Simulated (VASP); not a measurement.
# Mn (Fm-3m) in VASP: single point with LDA

Aim: the single point of Mn with LDA.

Program: VASP 6.6.1. These are calculated values, not measurements. Logs are shortened: lines on timing, memory, paths and dates and some standing lists are left out, and cuts for length are marked.

## (1) The cell of the first run

Symmetry: Fm-3m, No. 225, cubic system. The conventional cell has a = 3.667 Å, b = 3.667 Å, c = 3.667 Å, α = 90.00°, β = 90.00°, γ = 90.00°. Mn (site symmetry m-3m) has 12 Mn at 2.59 Å within 3.4 Å.

## (2) Single point, LDA, non-collinear spin, typed start

Input file INCAR:

```
ALGO     = Normal         # electronic algorithm
EDIFF    = 1E-6           # SCF threshold, eV
ENCUT    = 520            # plane-wave cutoff, eV
ISIF     = 2              # what is computed and relaxed
ISMEAR   = -1             # smearing method
LASPH    = True           # aspherical terms in the spheres
LCHARG   = False          # write CHGCAR
LMAXMIX  = 4              # l up to which the mixer works
LNONCOLLINEAR= True           # non-collinear magnetism
LORBIT   = 11             # projections on sites
LREAL    = False          # projectors in reciprocal space
LWAVE    = False          # write WAVECAR
MAGMOM   = -0.362 0.272 -0.66 -1.562 1.546 0.106 # initial moments
NBANDS   = 38             # bands
NELM     = 150            # most SCF steps
PREC     = Accurate       # precision mode
SIGMA    = 0.05           # smearing width, eV
```

Input file KPOINTS:

```
k-points
0
Gamma
  4 4 3
```

Input file POSCAR:

```
Mn
1.0
    2.5926000000      0.0000000000      0.0000000000
    0.0000000000      2.5926000000      0.0000000000
    0.0000000000      0.0000000000      3.6666000000
Mn
2
Direct
    0.0000000000      0.0000000000      0.0000000000
    0.5000000000      0.5000000000      0.5000000000
```

Potentials or basis: VASP PAW LDA potentials, release 64 (Mn_pv).

Run with:

```sh
> cat potpaw_LDA.64/Mn_pv/POTCAR > POTCAR
> mpirun -np 1 vasp_ncl > vasp.out
```

OUTCAR:

```text
EDIFF = 1E-6
   ENCUT = 520
   ISIF = 2
   ISMEAR = -1
   LASPH = True
   LNONCOLLINEAR = True
   LORBIT = 11
   LREAL = False
   NELM = 150
   PREC = Accurate

 ion  position               nearest neighbor table
   1  0.000  0.000  0.000-   2 2.59   2 2.59   2 2.59   2 2.59   2 2.59   2 2.59   2 2.59   2 2.59

   2  0.500  0.500  0.500-   1 2.59   1 2.59   1 2.59   1 2.59   1 2.59   1 2.59   1 2.59   1 2.59

  LATTYP: Found a simple tetragonal cell.
 ALAT       =     2.5926000000
 C/A-ratio  =     1.4142559593

  Lattice vectors:

 A1 = (   2.5926000000,   0.0000000000,   0.0000000000)
 A2 = (   0.0000000000,   2.5926000000,   0.0000000000)
 A3 = (   0.0000000000,   0.0000000000,   3.6666000000)

Analysis of symmetry for initial positions (statically):
=====================================================================
 Subroutine PRICEL returns following result:

  LATTYP: Found a body centered tetragonal cell.
 ALAT       =     2.5926000000
 C/A-ratio  =     1.4142559593

  Lattice vectors:

 A1 = (   1.2963000000,  -1.2963000000,  -1.8333000000)
 A2 = (  -1.2963000000,   1.2963000000,  -1.8333000000)
 A3 = (   1.2963000000,   1.2963000000,   1.8333000000)

   2 primitive cells build up your supercell.

 Routine SETGRP: Setting up the symmetry group for a
 simple tetragonal supercell.

 Subroutine GETGRP returns: Found 16 space group operations
 (whereof 16 operations were pure point group operations)
 out of a pool of 16 trial point group operations.

The static configuration has the point symmetry D_4h.

Analysis of symmetry for dynamics (positions and initial velocities):
=====================================================================
 Subroutine PRICEL returns following result:

  LATTYP: Found a body centered tetragonal cell.
 ALAT       =     2.5926000000
 C/A-ratio  =     1.4142559593

  Lattice vectors:

 A1 = (   1.2963000000,  -1.2963000000,  -1.8333000000)
 A2 = (  -1.2963000000,   1.2963000000,  -1.8333000000)
 A3 = (   1.2963000000,   1.2963000000,   1.8333000000)

   2 primitive cells build up your supercell.

 Routine SETGRP: Setting up the symmetry group for a
 simple tetragonal supercell.

 Subroutine GETGRP returns: Found 16 space group operations
 (whereof 16 operations were pure point group operations)
 out of a pool of 16 trial point group operations.

The dynamic configuration has the point symmetry D_4h.

Analysis of structural, dynamic, and magnetic symmetry:
=====================================================================
 Subroutine PRICEL returns:
 Original cell was already a primitive cell.

 Routine SETGRP: Setting up the symmetry group for a
 simple tetragonal supercell.

 Subroutine GETGRP returns: Found  2 space group operations
 (whereof  2 operations were pure point group operations)
 out of a pool of 16 trial point group operations.

The overall configuration has the point symmetry S_2 .

 Subroutine INISYM returns: Found  2 space group operations
 (whereof  2 operations are pure point group operations),
 and found     1 'primitive' translations

----------------------------------------------------------------------------------------

                                     Primitive cell

  volume of cell :      24.6453

  direct lattice vectors                    reciprocal lattice vectors
     2.592600000  0.000000000  0.000000000     0.385713184  0.000000000  0.000000000
     0.000000000  2.592600000  0.000000000     0.000000000  0.385713184  0.000000000
     0.000000000  0.000000000  3.666600000     0.000000000  0.000000000  0.272732231

  length of vectors
     2.592600000  2.592600000  3.666600000     0.385713184  0.385713184  0.272732231

  position of ions in fractional coordinates (direct lattice)
     0.000000000  0.000000000  0.000000000
     0.500000000  0.500000000  0.500000000

  ion indices of the primitive-cell ions
   primitive index   ion index
                 1           1
                 2           2

----------------------------------------------------------------------------------------

 KPOINTS: k-points

Automatic generation of k-mesh.
 Grid dimensions read from file:
 generate k-points for:    4    4    3

 Generating k-lattice:

  Cartesian coordinates                     Fractional coordinates (reciprocal lattice)
     0.096428296  0.000000000  0.000000000     0.250000000  0.000000000  0.000000000
     0.000000000  0.096428296  0.000000000     0.000000000  0.250000000  0.000000000
     0.000000000  0.000000000  0.090910744     0.000000000  0.000000000  0.333333333

  Length of vectors
     0.096428296  0.096428296  0.090910744

  Shift w.r.t. Gamma in fractional coordinates (k-lattice)
     0.000000000  0.000000000  0.000000000

 Subroutine IBZKPT returns following result:
 ===========================================

 Found     26 irreducible k-points:

 Following reciprocal coordinates:
            Coordinates               Weight
  0.000000  0.000000  0.000000      1.000000
  0.250000  0.000000  0.000000      2.000000
  0.000000  0.250000  0.000000      2.000000
  0.500000  0.000000  0.000000      1.000000
  0.000000  0.500000  0.000000      1.000000
  0.250000  0.250000  0.000000      2.000000
[... 16 lines left out ...]
 -0.250000  0.500000  0.333333      2.000000
  0.500000 -0.250000  0.333333      2.000000
 [... further k-points ...]
   k-points           NKPTS =     26   k-points in BZ     NKDIM =     26   number of bands    NBANDS=     38
   number of dos      NEDOS =    301   number of ions     NIONS =      2
   total plane-waves  NPLWV =  11200
   dimension x,y,z NGX =    20 NGY =   20 NGZ =   28
   dimension x,y,z NGXF=    40 NGYF=   40 NGZF=   56
   ions per type =               2
   NGX,Y,Z   is equivalent  to a cutoff of  12.82, 12.82, 12.70 a.u.
   NGXF,Y,Z  is equivalent  to a cutoff of  25.65, 25.65, 25.39 a.u.
 SYSTEM =  unknown system
   PREC   = accura    normal or accurate (medium, high low for compatibility)
   ISTART =      0    job   : 0-new  1-cont  2-samecut
   ICHARG =      2    charge: 1-file 2-atom 10-const
   ISPIN  =      1    spin polarized calculation?
   LNONCOLLINEAR =      T non collinear calculations
   LSORBIT =      F    spin-orbit coupling
   LASPH  =      T    aspherical Exc in radial PAW
   ENCUT  =  520.0 eV  38.22 Ry    6.18 a.u.   4.82  4.82  6.82*2*pi/ulx,y,z
   NELM   =    150;   NELMIN=  2; NELMDL= -5     # of ELM steps
   EDIFF  = 0.1E-05   stopping-criterion for ELM
   LREAL  =      F    real-space projection
   EDIFFG = 0.1E-04   stopping-criterion for IOM
   NSW    =      0    number of steps for IOM
   IBRION =     -1    ionic relax: 0-MD 1-quasi-New 2-CG
   NFREE  =      0    steps in history (QN), initial steepest desc. (CG)
   ISIF   =      2    stress and relaxation
   ISYM   =      2    0-nonsym 1-usesym 2-fastsym
   POTIM  = 0.5000    time-step for ionic-motion
   TEBEG  =    0.0;   TEEND  =   0.0 temperature during run
   PSTRESS=    0.0 pullay stress
   NELECT =      26.0000    total number of electrons
   NUPDOWN=      -1.0000    fix difference up-down
   EMIN   =  10.00;   EMAX   =-10.00  energy-range for DOS
   EFERMI =   0.00;   METHOD = LEGACY
   ISMEAR =    -1;   SIGMA  =   0.05  broadening in eV -4-tet -1-fermi 0-gaus
   EFERMI_NEDOS =   21; number of points for ismear=-14 and -15
   IALGO  =     38    algorithm
   IMIX   =      4    mixing-type and parameters
     AMIX     =   0.40;   BMIX     =  1.00
     AMIX_MAG =   1.60;   BMIX_MAG =  1.00
  volume/ion in A,a.u.               =      12.32        83.16
  Fermi-wavevector in a.u.,A,eV,Ry     =   1.666561  3.149343 37.789148  2.777424
  Thomas-Fermi vector in A             =   2.752735
   LORBIT       =     11    0 simple, 1 ext, 2 COOP (PROOUT), +10 PAW based schemes
   GGA     = CA    functional components
   LHFCALC =     F    Hartree Fock is set to
   AEXX    =    0.0000 exact exchange contribution
   IVDW    =     0    specifies the selected vdW correction
   LEPSILON=     F    determine dielectric tensor
   LRPA    =     F    only Hartree local field effects (RPA)
  energy-cutoff  :      520.00
  volume of cell :       24.65
 maximum number of plane-waves:      1368
   NGX =  9   NGY =  9   NGZ = 13

 number of electron      25.9999943 magnetization       0.0004059      0.0005566      0.0075617

 number of electron      25.9999943 magnetization      -0.0029795      0.0028696     -0.0004061

 number of electron      25.9999943 magnetization       0.0003513     -0.0002190      0.0009943

 Free energy of the ion-electron system (eV)
  ---------------------------------------------------
  ext. energy  EPLUGINS =         0.00000000
  ---------------------------------------------------
  free energy    TOTEN  =       -19.68930745 eV

  energy without entropy =      -19.66900510  energy(sigma->0) =      -19.67915628

 E-fermi :   8.2910     XC(G=0): -13.5340

 val. band max:        8.2876764101   @ k =   0.5000   0.0000   0.3333
 cond. band min:       8.5162226998   @ k =   0.0000   0.0000   0.0000
 fundamental gap:      0.2285462897
 Fermi energy:         8.2909808770

 k-point     1 :       0.0000    0.0000    0.0000
  band No.  band energies     occupation
      1     -39.8281      1.00000
      2     -39.8279      1.00000
      3     -39.6054      1.00000
      4     -39.6054      1.00000
      5     -39.6052      1.00000
      6     -39.6052      1.00000
[... 30 lines left out ...]
     37      19.2932      0.00000
     38      19.2936      0.00000

 k-point     2 :       0.2500    0.0000    0.0000
  band No.  band energies     occupation
      1     -39.8002      1.00000
      2     -39.8001      1.00000
      3     -39.7336      1.00000
      4     -39.7334      1.00000
      5     -39.5920      1.00000
      6     -39.5918      1.00000
[... 30 lines left out ...]
     37      16.8317      0.00000
     38      16.8319      0.00000

 k-point     3 :       0.0000    0.2500    0.0000
  band No.  band energies     occupation
      1     -39.8002      1.00000
      2     -39.8001      1.00000
      3     -39.7336      1.00000
      4     -39.7334      1.00000
      5     -39.5920      1.00000
      6     -39.5918      1.00000
[... 30 lines left out ...]
     37      16.8317      0.00000
     38      16.8319      0.00000

 k-point     4 :       0.5000    0.0000    0.0000
  band No.  band energies     occupation
      1     -39.8602      1.00000
      2     -39.8601      1.00000
      3     -39.7719      1.00000
      4     -39.7719      1.00000
      5     -39.5786      1.00000
      6     -39.5784      1.00000
[... 30 lines left out ...]
     37      20.8138      0.00000
     38      20.8140      0.00000
[... 703 lines left out ...]
      4     -39.7715      1.00000
      5     -39.7060      1.00000
      6     -39.7058      1.00000
[... 30 lines left out ...]
     37      17.1651      0.00000
     38      17.1653      0.00000

 k-point    23 :      -0.2500    0.5000    0.3333
  band No.  band energies     occupation
      1     -39.8539      1.00000
      2     -39.8538      1.00000
      3     -39.7716      1.00000
      4     -39.7715      1.00000
      5     -39.7060      1.00000
      6     -39.7058      1.00000
[... 30 lines left out ...]
     37      17.1651      0.00000
     38      17.1653      0.00000

 k-point    24 :       0.5000   -0.2500    0.3333
  band No.  band energies     occupation
      1     -39.8539      1.00000
      2     -39.8538      1.00000
      3     -39.7716      1.00000
      4     -39.7715      1.00000
      5     -39.7060      1.00000
      6     -39.7058      1.00000
[... 30 lines left out ...]
     37      17.1651      0.00000
     38      17.1653      0.00000

 [... further k-points ...]
[... 5 lines left out ...]
  --------------------------------------------------------------------------------------
  -------------------------------------------------------------------------------------
  Total       -4.6222490     -4.6222417     -5.2181653     -0.0000011     -0.0000052     -0.0000114
  in kB     -300.4895334   -300.4890600   -339.2296855     -0.0000714     -0.0003349     -0.0007418
  external PRESSURE =    -313.4027596 kB  Pullay stress =       0.0000000 kB

 VOLUME and BASIS-vectors are now :
 -----------------------------------------------------------------------------
  energy-cutoff  :      520.00
  volume of cell :       24.65
      direct lattice vectors                 reciprocal lattice vectors
     2.592600000  0.000000000  0.000000000     0.385713184  0.000000000  0.000000000
     0.000000000  2.592600000  0.000000000     0.000000000  0.385713184  0.000000000
     0.000000000  0.000000000  3.666600000     0.000000000  0.000000000  0.272732231

 POSITION                                       TOTAL-FORCE (eV/Angst)
 -----------------------------------------------------------------------------------
      0.00000      0.00000      0.00000         0.000000      0.000000      0.000000
      1.29630      1.29630      1.83330         0.000000      0.000000      0.000000
 -----------------------------------------------------------------------------------
    total drift:                               -0.000000      0.000000      0.000000

  FREE ENERGIE OF THE ION-ELECTRON SYSTEM (eV)
  ---------------------------------------------------
  free  energy   TOTEN  =       -19.6893074497 eV

  energy  without entropy=      -19.6690051020  energy(sigma->0) =      -19.67915628

 total charge

# of ion       s       p       d       tot
------------------------------------------
    1        0.385   6.326   5.047  11.758
    2        0.385   6.326   5.047  11.758
--------------------------------------------------
tot          0.769  12.653  10.094  23.516

 magnetization (x)

# of ion       s       p       d       tot
------------------------------------------
    1        0.008   0.013   0.825   0.846
    2       -0.008  -0.013  -0.824  -0.845
--------------------------------------------------
tot         -0.000   0.000   0.000   0.000

 magnetization (y)

# of ion       s       p       d       tot
------------------------------------------
    1       -0.009  -0.016  -0.952  -0.976
    2        0.009   0.016   0.951   0.976
--------------------------------------------------
tot          0.000  -0.000  -0.000  -0.000

 magnetization (z)

# of ion       s       p       d       tot
------------------------------------------
    1       -0.010  -0.018  -1.129  -1.158
    2        0.010   0.018   1.130   1.159
--------------------------------------------------
tot         -0.000   0.000   0.001   0.001
```

It took 2 min on 1 thread of Intel Xeon 8259CL, shared host; peak memory 0.17 GiB.

What came out:

- Free energy: -19.6893 eV
- Pressure: -31.3 GPa
- Band gap on the k mesh: zero (band 26 reaches 10.34 eV, above the bottom of band 27 at 7.97 eV)
- Net moment: 0.00 μB per cell
- Valence electrons inside the program's atomic spheres: Mn 11.76

Moments on the atoms (μB; x, y, z):
```
Mn   0.85 -0.98 -1.16
Mn  -0.84  0.98  1.16
```

Caveat: the k points lie up to 0.61 Å⁻¹ apart; the starting moments collapsed, and a magnetic state may lie lower.
